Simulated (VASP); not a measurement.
# Ga (C2/m) in VASP: notebook

Runs on Ga. Level: PBE. Tasks: single point.

Everything below comes from runs of VASP 6.6.1. Logs are shortened: lines on timing, memory, paths and dates and some standing lists are left out, and cuts for length are marked.

## (1) The cell of the first run

The structure is monoclinic, space group C2/m (No. 12). Conventional cell: a = 3.932 Å, b = 4.011 Å, c = 2.930 Å, α = 90.00°, β = 130.49°, γ = 90.00°. Ga (site symmetry 2/m) has 12 Ga at 2.81 to 3.01 Å within 3.7 Å.

## (2) Single point, PBE (equal xy, yz and zx shear strains of -2 %)

INCAR

```
ALGO = Normal ; EDIFF = 1E-7
ENCUT = 520 ; GGA = PE
ISIF = 2 ; ISMEAR = -1
LASPH = T ; LCHARG = T
LELF = T ; LREAL = F
LVHAR = T ; LWAVE = F
NBANDS = 12 ; NELM = 80
PREC = Accurate ; SIGMA = 0.05
```

KPOINTS

```
k-points
0
Gamma
  14 14 16
```

POSCAR

```
Ga
1.0
   -1.4403300000      1.3957500000      2.2290000000
    1.3957500000     -1.4403300000      2.2290000000
    1.4122500000      1.4122500000     -2.2570800000
Ga
1
Direct
    0.0000000000      0.0000000000      0.0000000000
```

Potentials or basis: VASP PAW PBE potentials, release 64 (Ga_d).

The run is started by

```sh
> cat potpaw_PBE.64/Ga_d/POTCAR > POTCAR
> mpirun -np 1 vasp_std > vasp.out
```

OUTCAR:

```text
EDIFF = 1E-7
   ENCUT = 520
   GGA = PE
   ISIF = 2
   ISMEAR = -1
   LASPH = T
   LREAL = F
   NELM = 80
   PREC = Accurate

 ion  position               nearest neighbor table
   1  0.000  0.000  0.000-

  Warning from LATTYP: Got some problem with cell dimensions!
  Tried to take original basis but could not verify dimensions!
  LATTYP: Found a base centered monoclinic cell.
 ALAT       =     3.9318016682
 B/A-ratio  =     1.0200979445
 C/A-ratio  =     0.7452137449
 COS(beta)  =    -0.6493249309

  Lattice vectors:

 A1 = (  -2.8080000000,   0.0280800000,   0.0280800000)
 A2 = (   0.0280800000,  -2.8080000000,   0.0280800000)
 A3 = (   1.3676700000,   1.3676700000,   2.2009200000)

Analysis of symmetry for initial positions (statically):
=====================================================================
 Subroutine PRICEL returns:
 Original cell was already a primitive cell.

 Routine SETGRP: Setting up the symmetry group for a
 base centered monoclinic supercell.

 Subroutine GETGRP returns: Found  4 space group operations
 (whereof  4 operations were pure point group operations)
 out of a pool of  4 trial point group operations.

The static configuration has the point symmetry C_2h.

Analysis of symmetry for dynamics (positions and initial velocities):
=====================================================================
 Subroutine PRICEL returns:
 Original cell was already a primitive cell.

 Routine SETGRP: Setting up the symmetry group for a
 base centered monoclinic supercell.

 Subroutine GETGRP returns: Found  4 space group operations
 (whereof  4 operations were pure point group operations)
 out of a pool of  4 trial point group operations.

The dynamic configuration has the point symmetry C_2h.

 Subroutine INISYM returns: Found  4 space group operations
 (whereof  4 operations are pure point group operations),
 and found     1 'primitive' translations

----------------------------------------------------------------------------------------

                                     Primitive cell

  volume of cell :      17.5701

  direct lattice vectors                    reciprocal lattice vectors
    -1.440330000  1.395750000  2.229000000     0.005864227  0.358463590  0.227959115
     1.395750000 -1.440330000  2.229000000     0.358463590  0.005864227  0.227959115
     1.412250000  1.412250000 -2.257080000     0.359795268  0.359795268  0.007195905

  length of vectors
     2.998517896  2.998517896  3.013853057     0.424848081  0.424848081  0.508878228

  position of ions in fractional coordinates (direct lattice)
     0.000000000  0.000000000  0.000000000

  ion indices of the primitive-cell ions
   primitive index   ion index
                 1           1

----------------------------------------------------------------------------------------

 KPOINTS: k-points

Automatic generation of k-mesh.
 Grid dimensions read from file:
 generate k-points for:   14   14   16

 Generating k-lattice:

  Cartesian coordinates                     Fractional coordinates (reciprocal lattice)
     0.000418873  0.025604542  0.016282794     0.071428571  0.000000000  0.000000000
     0.025604542  0.000418873  0.016282794     0.000000000  0.071428571  0.000000000
     0.022487204  0.022487204  0.000449744     0.000000000  0.000000000  0.062500000

  Length of vectors
     0.030346292  0.030346292  0.031804889

  Shift w.r.t. Gamma in fractional coordinates (k-lattice)
     0.000000000  0.000000000  0.000000000

 Subroutine IBZKPT returns following result:
 ===========================================

 Found    849 irreducible k-points:

 Following reciprocal coordinates:
            Coordinates               Weight
  0.000000  0.000000  0.000000      1.000000
  0.071429 -0.000000 -0.000000      4.000000
  0.142857 -0.000000 -0.000000      4.000000
  0.214286 -0.000000 -0.000000      4.000000
  0.285714 -0.000000 -0.000000      4.000000
  0.357143 -0.000000  0.000000      4.000000
[... 16 lines left out ...]
  0.214286  0.142857 -0.000000      4.000000
  0.285714  0.142857 -0.000000      4.000000
 [... further k-points ...]
   k-points           NKPTS =    849   k-points in BZ     NKDIM =    849   number of bands    NBANDS=     12
   number of dos      NEDOS =    301   number of ions     NIONS =      1
   total plane-waves  NPLWV =  13824
   dimension x,y,z NGX =    24 NGY =   24 NGZ =   24
   dimension x,y,z NGXF=    48 NGYF=   48 NGZF=   48
   ions per type =               1
   NGX,Y,Z   is equivalent  to a cutoff of  13.31, 13.31, 13.24 a.u.
   NGXF,Y,Z  is equivalent  to a cutoff of  26.61, 26.61, 26.48 a.u.
 SYSTEM =  unknown system
   PREC   = accura    normal or accurate (medium, high low for compatibility)
   ISTART =      0    job   : 0-new  1-cont  2-samecut
   ICHARG =      2    charge: 1-file 2-atom 10-const
   ISPIN  =      1    spin polarized calculation?
   LNONCOLLINEAR =      F non collinear calculations
   LSORBIT =      F    spin-orbit coupling
   LASPH  =      T    aspherical Exc in radial PAW
   ENCUT  =  520.0 eV  38.22 Ry    6.18 a.u.   5.58  5.58  5.60*2*pi/ulx,y,z
   NELM   =     80;   NELMIN=  2; NELMDL= -5     # of ELM steps
   EDIFF  = 0.1E-06   stopping-criterion for ELM
   LREAL  =      F    real-space projection
   EDIFFG = 0.1E-05   stopping-criterion for IOM
   NSW    =      0    number of steps for IOM
   IBRION =     -1    ionic relax: 0-MD 1-quasi-New 2-CG
   NFREE  =      0    steps in history (QN), initial steepest desc. (CG)
   ISIF   =      2    stress and relaxation
   ISYM   =      2    0-nonsym 1-usesym 2-fastsym
   POTIM  = 0.5000    time-step for ionic-motion
   TEBEG  =    0.0;   TEEND  =   0.0 temperature during run
   PSTRESS=    0.0 pullay stress
   NELECT =      13.0000    total number of electrons
   NUPDOWN=      -1.0000    fix difference up-down
   EMIN   =  10.00;   EMAX   =-10.00  energy-range for DOS
   EFERMI =   0.00;   METHOD = LEGACY
   ISMEAR =    -1;   SIGMA  =   0.05  broadening in eV -4-tet -1-fermi 0-gaus
   EFERMI_NEDOS =   21; number of points for ismear=-14 and -15
   IALGO  =     38    algorithm
   IMIX   =      4    mixing-type and parameters
     AMIX     =   0.40;   BMIX     =  1.00
     AMIX_MAG =   1.60;   BMIX_MAG =  1.00
  volume/ion in A,a.u.               =      17.57       118.57
  Fermi-wavevector in a.u.,A,eV,Ry     =   1.480693  2.798103 29.830102  2.192451
  Thomas-Fermi vector in A             =   2.594695
   LORBIT       =      0    0 simple, 1 ext, 2 COOP (PROOUT), +10 PAW based schemes
   GGA     = PE    functional components
   LHFCALC =     F    Hartree Fock is set to
   AEXX    =    0.0000 exact exchange contribution
   IVDW    =     0    specifies the selected vdW correction
   LEPSILON=     F    determine dielectric tensor
   LRPA    =     F    only Hartree local field effects (RPA)
 non-spin polarized calculation
  energy-cutoff  :      520.00
  volume of cell :       17.57
 maximum number of plane-waves:       485
   NGX = 11   NGY = 11   NGZ = 11

 number of electron      13.0000000 magnetization

 Free energy of the ion-electron system (eV)
  ---------------------------------------------------
  ext. energy  EPLUGINS =         0.00000000
  ---------------------------------------------------
  free energy    TOTEN  =        -2.87165024 eV

  energy without entropy =       -2.86890998  energy(sigma->0) =       -2.87028011

 E-fermi :   6.2703     XC(G=0): -11.3782

 val. band max:        6.2684040209   @ k =   0.5000   0.1429   0.2500
 cond. band min:       6.2792275512   @ k =   0.3571   0.2857   0.1875
 fundamental gap:      0.0108235303
 Fermi energy:         6.2702689328

 k-point     1 :       0.0000    0.0000    0.0000
  band No.  band energies     occupation
      1      -8.8275      2.00000
      2      -8.7084      2.00000
      3      -8.6843      2.00000
      4      -8.6672      2.00000
      5      -8.5312      2.00000
      6      -5.3663      2.00000
      7      18.8808      0.00000
      8      19.2479      0.00000
      9      19.6816      0.00000
     10      22.4847      0.00000
     11      22.7432      0.00000
     12      23.2504      0.00000

 k-point     2 :       0.0714   -0.0000   -0.0000
  band No.  band energies     occupation
      1      -8.8195      2.00000
      2      -8.7033      2.00000
      3      -8.6835      2.00000
      4      -8.6669      2.00000
      5      -8.5353      2.00000
      6      -5.2250      2.00000
      7      17.8934      0.00000
      8      18.4993      0.00000
      9      19.1030      0.00000
     10      21.6524      0.00000
     11      23.0065      0.00000
     12      23.8074      0.00000

 k-point     3 :       0.1429   -0.0000   -0.0000
  band No.  band energies     occupation
      1      -8.8030      2.00000
      2      -8.7073      2.00000
      3      -8.6709      2.00000
      4      -8.6557      2.00000
      5      -8.5451      2.00000
      6      -4.7977      2.00000
      7      14.9219      0.00000
      8      17.5534      0.00000
      9      18.6692      0.00000
     10      21.1740      0.00000
     11      22.5286      0.00000
     12      24.6159      0.00000
[... 286 lines left out ...]
 k-point    23 :       0.2143    0.1429   -0.0000
  band No.  band energies     occupation
      1      -8.7717      2.00000
      2      -8.7211      2.00000
      3      -8.6555      2.00000
      4      -8.6188      2.00000
      5      -8.5423      2.00000
      6      -2.9591      2.00000
      7      10.5041      0.00000
      8      13.0195      0.00000
      9      16.2685      0.00000
     10      21.1877      0.00000
     11      22.2179      0.00000
     12      23.9005      0.00000

 k-point    24 :       0.2857    0.1429   -0.0000
  band No.  band energies     occupation
      1      -8.7727      2.00000
      2      -8.7446      2.00000
      3      -8.6586      2.00000
      4      -8.5778      2.00000
      5      -8.5287      2.00000
      6      -1.7641      2.00000
      7       7.7768      0.00000
      8      12.8579      0.00000
      9      15.3030      0.00000
     10      20.4539      0.00000
     11      21.4524      0.00000
     12      24.5528      0.00000

 [... further k-points ...]
[... 5 lines left out ...]
  --------------------------------------------------------------------------------------
  -------------------------------------------------------------------------------------
  Total        0.5211544      0.5211544      0.4253877      0.0225485      0.0266145      0.0266145
  in kB       47.5230027     47.5230027     38.7902308      2.0561553      2.4269213      2.4269184
  external PRESSURE =      44.6120787 kB  Pullay stress =       0.0000000 kB

 VOLUME and BASIS-vectors are now :
 -----------------------------------------------------------------------------
  energy-cutoff  :      520.00
  volume of cell :       17.57
      direct lattice vectors                 reciprocal lattice vectors
    -1.440330000  1.395750000  2.229000000     0.005864227  0.358463590  0.227959115
     1.395750000 -1.440330000  2.229000000     0.358463590  0.005864227  0.227959115
     1.412250000  1.412250000 -2.257080000     0.359795268  0.359795268  0.007195905

 POSITION                                       TOTAL-FORCE (eV/Angst)
 -----------------------------------------------------------------------------------
      0.00000      0.00000      0.00000        -0.000000      0.000000     -0.000000
 -----------------------------------------------------------------------------------
    total drift:                               -0.000000      0.000000     -0.000000

  FREE ENERGIE OF THE ION-ELECTRON SYSTEM (eV)
  ---------------------------------------------------
  free  energy   TOTEN  =        -2.8716502369 eV

  energy  without entropy=       -2.8689099752  energy(sigma->0) =       -2.87028011
```

It took 44 s on 1 thread of Intel Xeon 6975P-C (Granite Rapids), shared host; peak memory 0.28 GiB.

What came out:

```yaml
Free_energy: -2.8717 eV
Pressure: 4.5 GPa
Band_gap_on_the_k_mesh: zero (an odd number of electrons rules out a gap without spin polarisation)
```

Caveat: the cell differs from its parent crystal (equal xy, yz and zx shear strains of -2 %); the cell stands under pressure.

## (3) Single point, PBE (equal xy, yz and zx shear strains of +1 %)

INCAR

```
PREC     = Accurate       # precision mode
ENCUT    = 520            # plane-wave cutoff, eV
EDIFF    = 1E-6           # SCF threshold, eV
ISMEAR   = -1             # smearing method
SIGMA    = 0.05           # smearing width, eV
LREAL    = False          # projectors in reciprocal space
LASPH    = True           # aspherical terms in the spheres
NELM     = 80             # most SCF steps
ALGO     = Normal         # electronic algorithm
ISIF     = 2              # what is computed and relaxed
LWAVE    = False          # write WAVECAR
LCHARG   = True           # write CHGCAR
GGA      = PE             # functional
LELF     = True           # ELF
LVHAR    = True         
NBANDS   = 12             # bands
```

KPOINTS

```
regular mesh
0
Gamma
  14 14 16
```

POSCAR

```
Ga
1.0
   -1.3858350000      1.4081250000      2.2290000000
    1.4081250000     -1.3858350000      2.2290000000
    1.3998750000      1.3998750000     -2.2149600000
Ga
1
Direct
    0.0000000000      0.0000000000      0.0000000000
```

Potentials or basis: VASP PAW PBE potentials, release 64 (Ga_d).

The run is started by

```sh
> cat potpaw_PBE.64/Ga_d/POTCAR > POTCAR
> mpirun -np 1 vasp_std > vasp.out
```

Run time: 42 s. Hardware: 1 thread of Intel Xeon 6975P-C (Granite Rapids), shared host; peak memory 0.28 GiB.

The run converged. Its results:

| Quantity | Value |
| --- | --- |
| Free energy | -2.8724 eV |
| Pressure | 4.3 GPa |
| Band gap on the k mesh | zero (an odd number of electrons rules out a gap without spin polarisation) |

Stress tensor (GPa, compression positive):
```
 4.54 -0.07  0.11
-0.07  4.54  0.11
 0.11  0.11  3.93
```

Levels at points of the mesh, in eV from the Fermi level:
```
           k point  band 4  band 5  band 6  band 7  band 8  band 9
(0.00, 0.00, 0.00)  -14.92  -14.78  -11.62   12.86   12.98   13.25
(0.50, 0.00, 0.00)  -14.75  -14.71   -5.06   -4.34    8.92   12.00
(0.50, 0.50, 0.00)  -14.74  -14.63   -2.20   -1.23    4.01    5.00
(0.00, 0.00, 0.50)  -14.74  -14.63   -2.35   -1.44    4.22    5.16
(0.50, 0.00, 0.50)  -14.74  -14.70   -4.89   -4.27    8.59   11.83
(0.50, 0.50, 0.50)  -14.71  -14.71   -3.84   -3.69    6.53    6.59
```

Caveat: the cell differs from its parent crystal (equal xy, yz and zx shear strains of +1 %); the cell stands under pressure.
